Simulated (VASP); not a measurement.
# Ta in VASP: single point with PBEsol

Aim: the single point of Ta with PBEsol.

All numbers are computed with VASP 6.6.1; they aren't measurements. Logs are shortened: lines on timing, memory, paths and dates and some standing lists are left out, and cuts for length are marked.

### 1 The cell of the first run

The cell holds a wire or tube with vacuum around it, 4 atoms: a = 22.709 Å, b = 22.709 Å, c = 2.377 Å, α = 90.00°, β = 90.00°, γ = 90.00°.

### 2 Single point, PBEsol

Contents of INCAR:

```
PREC = Accurate
ENCUT = 500
EDIFF = 1E-6
ISMEAR = 0
SIGMA = 0.15
LREAL = F
LASPH = T
NELM = 120
ALGO = Normal
ISIF = 2
LWAVE = F
LCHARG = F
GGA = PS
NBANDS = 30
GGA_COMPAT = F
```

Contents of KPOINTS:

```
Automatic mesh
0
Gamma
  1 1 10
```

Contents of POSCAR:

```
Ta
1.0
   22.7091110000      0.0000000000      0.0000000000
    0.0000000000     22.7091110000      0.0000000000
    0.0000000000      0.0000000000      2.3772800000
Ta
4
Direct
    0.3186290000      0.8186290000      0.0000000000
    0.1813710000      0.3186290000      0.0000000000
    0.6813710000      0.1813710000      0.0000000000
    0.8186290000      0.6813710000      0.0000000000
```

Potentials or basis: VASP PAW PBE potentials, release 64 (Ta_pv).

Command:

```console
> cat potpaw_PBE.64/Ta_pv/POTCAR > POTCAR
> mpirun -np 1 vasp_std > vasp.out
```

OUTCAR:

```text
PREC = Accurate
   ENCUT = 500
   EDIFF = 1E-6
   ISMEAR = 0
   LREAL = F
   LASPH = T
   NELM = 120
   ISIF = 2
   GGA = PS

 ion  position               nearest neighbor table
   1  0.319  0.819  0.000-
   2  0.181  0.319  0.000-
   3  0.681  0.181  0.000-
   4  0.819  0.681  0.000-

  LATTYP: Found a simple tetragonal cell.
 ALAT       =    22.7091110000
 C/A-ratio  =     0.1046839746

  Lattice vectors:

 A1 = (  22.7091110000,   0.0000000000,   0.0000000000)
 A2 = (   0.0000000000,  22.7091110000,   0.0000000000)
 A3 = (   0.0000000000,   0.0000000000,   2.3772800000)

Analysis of symmetry for initial positions (statically):
=====================================================================
 Subroutine PRICEL returns:
 Original cell was already a primitive cell.

 Routine SETGRP: Setting up the symmetry group for a
 simple tetragonal supercell.

 Subroutine GETGRP returns: Found 16 space group operations
 (whereof  8 operations were pure point group operations)
 out of a pool of 16 trial point group operations.

The static configuration has the point symmetry C_4h.
 The point group associated with its full space group is D_4h.

Analysis of symmetry for dynamics (positions and initial velocities):
=====================================================================
 Subroutine PRICEL returns:
 Original cell was already a primitive cell.

 Routine SETGRP: Setting up the symmetry group for a
 simple tetragonal supercell.

 Subroutine GETGRP returns: Found 16 space group operations
 (whereof  8 operations were pure point group operations)
 out of a pool of 16 trial point group operations.

The dynamic configuration has the point symmetry C_4h.
 The point group associated with its full space group is D_4h.

 Subroutine INISYM returns: Found 16 space group operations
 (whereof  8 operations are pure point group operations),
 and found     1 'primitive' translations

----------------------------------------------------------------------------------------

                                     Primitive cell

  volume of cell :    1225.9721

  direct lattice vectors                    reciprocal lattice vectors
    22.709111000  0.000000000  0.000000000     0.044035189  0.000000000  0.000000000
     0.000000000 22.709111000  0.000000000     0.000000000  0.044035189  0.000000000
     0.000000000  0.000000000  2.377280000     0.000000000  0.000000000  0.420648809

  length of vectors
    22.709111000 22.709111000  2.377280000     0.044035189  0.044035189  0.420648809

  position of ions in fractional coordinates (direct lattice)
     0.318629000  0.818629000  0.000000000
     0.181371000  0.318629000  0.000000000
     0.681371000  0.181371000  0.000000000
     0.818629000  0.681371000  0.000000000

  ion indices of the primitive-cell ions
   primitive index   ion index
                 1           1
                 2           2
                 3           3
                 4           4

----------------------------------------------------------------------------------------

 KPOINTS: Automatic mesh

Automatic generation of k-mesh.
 Grid dimensions read from file:
 generate k-points for:    1    1   10

 Generating k-lattice:

  Cartesian coordinates                     Fractional coordinates (reciprocal lattice)
     0.044035189  0.000000000  0.000000000     1.000000000  0.000000000  0.000000000
     0.000000000  0.044035189  0.000000000     0.000000000  1.000000000  0.000000000
     0.000000000  0.000000000  0.042064881     0.000000000  0.000000000  0.100000000

  Length of vectors
     0.044035189  0.044035189  0.042064881

  Shift w.r.t. Gamma in fractional coordinates (k-lattice)
     0.000000000  0.000000000  0.000000000

 Subroutine IBZKPT returns following result:
 ===========================================

 Found      6 irreducible k-points:

 Following reciprocal coordinates:
            Coordinates               Weight
  0.000000  0.000000  0.000000      1.000000
  0.000000  0.000000  0.100000      2.000000
  0.000000  0.000000  0.200000      2.000000
  0.000000  0.000000  0.300000      2.000000
  0.000000  0.000000  0.400000      2.000000
  0.000000  0.000000  0.500000      1.000000
   k-points           NKPTS =      6   k-points in BZ     NKDIM =      6   number of bands    NBANDS=     30
   number of dos      NEDOS =    301   number of ions     NIONS =      4
   total plane-waves  NPLWV = 508032
   dimension x,y,z NGX =   168 NGY =  168 NGZ =   18
   dimension x,y,z NGXF=   336 NGYF=  336 NGZF=   36
   ions per type =               4
   NGX,Y,Z   is equivalent  to a cutoff of  12.30, 12.30, 12.59 a.u.
   NGXF,Y,Z  is equivalent  to a cutoff of  24.60, 24.60, 25.18 a.u.
 SYSTEM =  unknown system
   PREC   = accura    normal or accurate (medium, high low for compatibility)
   ISTART =      0    job   : 0-new  1-cont  2-samecut
   ICHARG =      2    charge: 1-file 2-atom 10-const
   ISPIN  =      1    spin polarized calculation?
   LNONCOLLINEAR =      F non collinear calculations
   LSORBIT =      F    spin-orbit coupling
   LASPH  =      T    aspherical Exc in radial PAW
   ENCUT  =  500.0 eV  36.75 Ry    6.06 a.u.  41.40 41.40  4.33*2*pi/ulx,y,z
   NELM   =    120;   NELMIN=  2; NELMDL= -5     # of ELM steps
   EDIFF  = 0.1E-05   stopping-criterion for ELM
   LREAL  =      F    real-space projection
   EDIFFG = 0.1E-04   stopping-criterion for IOM
   NSW    =      0    number of steps for IOM
   IBRION =     -1    ionic relax: 0-MD 1-quasi-New 2-CG
   NFREE  =      0    steps in history (QN), initial steepest desc. (CG)
   ISIF   =      2    stress and relaxation
   ISYM   =      2    0-nonsym 1-usesym 2-fastsym
   POTIM  = 0.5000    time-step for ionic-motion
   TEBEG  =    0.0;   TEEND  =   0.0 temperature during run
   PSTRESS=    0.0 pullay stress
   NELECT =      44.0000    total number of electrons
   NUPDOWN=      -1.0000    fix difference up-down
   EMIN   =  10.00;   EMAX   =-10.00  energy-range for DOS
   EFERMI =   0.00;   METHOD = LEGACY
   ISMEAR =     0;   SIGMA  =   0.15  broadening in eV -4-tet -1-fermi 0-gaus
   EFERMI_NEDOS =   21; number of points for ismear=-14 and -15
   IALGO  =     38    algorithm
   IMIX   =      4    mixing-type and parameters
     AMIX     =   0.40;   BMIX     =  1.00
     AMIX_MAG =   1.60;   BMIX_MAG =  1.00
  volume/ion in A,a.u.               =     306.49      2068.32
  Fermi-wavevector in a.u.,A,eV,Ry     =   0.540006  1.020464  3.967552  0.291607
  Thomas-Fermi vector in A             =   1.566943
   LORBIT       =      0    0 simple, 1 ext, 2 COOP (PROOUT), +10 PAW based schemes
   GGA     = PS    functional components
   LHFCALC =     F    Hartree Fock is set to
   AEXX    =    0.0000 exact exchange contribution
   IVDW    =     0    specifies the selected vdW correction
   LEPSILON=     F    determine dielectric tensor
   LRPA    =     F    only Hartree local field effects (RPA)
 non-spin polarized calculation
 Gauss-broadening in eV      SIGMA  =   0.15
  energy-cutoff  :      500.00
  volume of cell :     1225.97
 maximum number of plane-waves:     31253
 NGX is ok and might be reduce to   168
   NGX = 83   NGY = 83   NGZ =  9

 number of electron      43.9999999 magnetization

 Free energy of the ion-electron system (eV)
  ---------------------------------------------------
  ext. energy  EPLUGINS =         0.00000000
  ---------------------------------------------------
  free energy    TOTEN  =       -27.94729234 eV

  energy without entropy =      -27.78150594  energy(sigma->0) =      -27.86439914

 E-fermi :  -3.6701     XC(G=0):  -1.8814

 val. band max:       -3.7272761358   @ k =   0.0000   0.0000   0.1000
 cond. band min:      -3.5469686314   @ k =   0.0000   0.0000   0.2000
 fundamental gap:      0.1803075044
 Fermi energy:        -3.6700517924

 k-point     1 :       0.0000    0.0000    0.0000
  band No.  band energies     occupation
      1     -38.4921      2.00000
      2     -38.4921      2.00000
      3     -38.4921      2.00000
      4     -38.4921      2.00000
      5     -38.4921      2.00000
      6     -38.4921      2.00000
[... 22 lines left out ...]
     29      -2.1411      0.00000
     30      -2.1382      0.00000

 k-point     2 :       0.0000    0.0000    0.1000
  band No.  band energies     occupation
      1     -38.4497      2.00000
      2     -38.4497      2.00000
      3     -38.4497      2.00000
      4     -38.4497      2.00000
      5     -38.4497      2.00000
      6     -38.4497      2.00000
[... 22 lines left out ...]
     29      -2.2500      0.00000
     30      -2.2483      0.00000

 k-point     3 :       0.0000    0.0000    0.2000
  band No.  band energies     occupation
      1     -38.3369      2.00000
      2     -38.3369      2.00000
      3     -38.3369      2.00000
      4     -38.3369      2.00000
      5     -38.3369      2.00000
      6     -38.3369      2.00000
[... 22 lines left out ...]
     29      -3.1063      0.00000
     30      -3.1062      0.00000

 k-point     4 :       0.0000    0.0000    0.3000
  band No.  band energies     occupation
      1     -38.7817      2.00000
      2     -38.7817      2.00000
      3     -38.7817      2.00000
      4     -38.7817      2.00000
      5     -38.1942      2.00000
      6     -38.1942      2.00000
[... 22 lines left out ...]
     29      -2.4692      0.00000
     30      -2.4691      0.00000

 k-point     5 :       0.0000    0.0000    0.4000
  band No.  band energies     occupation
      1     -39.5679      2.00000
      2     -39.5679      2.00000
      3     -39.5679      2.00000
      4     -39.5679      2.00000
      5     -38.0758      2.00000
      6     -38.0758      2.00000
[... 22 lines left out ...]
     29      -1.7474      0.00000
     30      -1.7474      0.00000

 k-point     6 :       0.0000    0.0000    0.5000
  band No.  band energies     occupation
      1     -39.8536      2.00000
      2     -39.8536      2.00000
      3     -39.8536      2.00000
      4     -39.8536      2.00000
      5     -38.0298      2.00000
      6     -38.0298      2.00000
[... 22 lines left out ...]
     29      -1.4295      0.00000
     30      -1.4295      0.00000

------------------------ aborting loop because EDIFF is reached ----------------------------------------

  FORCE on cell =-STRESS in cart. coord.  units (eV):
  Direction    XX          YY          ZZ          XY          YZ          ZX
  --------------------------------------------------------------------------------------
  -------------------------------------------------------------------------------------
  Total       -0.0228374     -0.0228374      0.8054098      0.0000000      0.0000000     -0.0000000
  in kB       -0.0298453     -0.0298453      1.0525601      0.0000000      0.0000000     -0.0000000
  external PRESSURE =       0.3309565 kB  Pullay stress =       0.0000000 kB

 VOLUME and BASIS-vectors are now :
 -----------------------------------------------------------------------------
  energy-cutoff  :      500.00
  volume of cell :     1225.97
      direct lattice vectors                 reciprocal lattice vectors
    22.709111000  0.000000000  0.000000000     0.044035189  0.000000000  0.000000000
     0.000000000 22.709111000  0.000000000     0.000000000  0.044035189  0.000000000
     0.000000000  0.000000000  2.377280000     0.000000000  0.000000000  0.420648809

 POSITION                                       TOTAL-FORCE (eV/Angst)
 -----------------------------------------------------------------------------------
      7.23578     18.59034      0.00000         0.000055      0.000055     -0.000000
      4.11877      7.23578      0.00000        -0.000055      0.000055      0.000000
     15.47333      4.11877      0.00000        -0.000055     -0.000055     -0.000000
     18.59034     15.47333      0.00000         0.000055     -0.000055     -0.000000
 -----------------------------------------------------------------------------------
    total drift:                                0.000000     -0.000000      0.000000

  FREE ENERGIE OF THE ION-ELECTRON SYSTEM (eV)
  ---------------------------------------------------
  free  energy   TOTEN  =       -27.9472923427 eV

  energy  without entropy=      -27.7815059396  energy(sigma->0) =      -27.86439914
```

It took 11 min on 1 thread of Intel Xeon 8259CL, shared host; peak memory 0.94 GiB.

Results:

| Property | Result |
| --- | --- |
| Free energy | -27.9473 eV |
| Band gap on the k mesh | zero (bands 22 and 23 overlap by 2.47 eV) |

Caveat: the PAW data sets were made with another functional, which shifts forces and pressure a little; spin-orbit coupling is left out, which moves the levels of the heavy elements.

The gap in the log of VASP goes by the Fermi energy; the results here count the filled bands.